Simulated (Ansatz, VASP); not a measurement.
# One calculation of Cs, two programs

```
Cs
1.0
    10.36718    0.00000    0.00000
     0.00000    8.23774    0.00000
     0.00000    0.00000    5.44396
Cs
4
Direct
  0.13189 0.75000 0.83923
  0.63189 0.75000 0.66077
  0.86811 0.25000 0.16077
  0.36811 0.25000 0.33923
```

Alike in both runs: task single point; functional r2SCAN; k mesh 3 × 3 × 4; occupations methfessel-paxton of order 1, width 0.2 eV; no spin polarisation.

|  | VASP | Ansatz |
| --- | --- | --- |
| version | VASP 6.6.1 | Ansatz 0.2.0 |
| potentials or method | VASP PAW PBE potentials, release 64 (Cs_sv) | plane waves, PAW |
| plane-wave cutoff (eV) | 520 | 500 |
| valence electrons in the cell | 36 | 36 |

```csv
,VASP,Ansatz,Ansatz less VASP
pressure (GPa),0.1,0.2,0.00
"traceless stress, the component that is largest in VASP (GPa)",0.09,0.09,0.000
rms of the force components (eV/Å),0.005,0.005,-0.0001
```

VASP's potentials were made for PBE, not for r2SCAN. Atom by atom the forces differ by 0.000 eV/Å (rms over components). The functional is the same, so the differences come from potentials, cutoffs and numerics.

Spin-orbit coupling is off throughout.
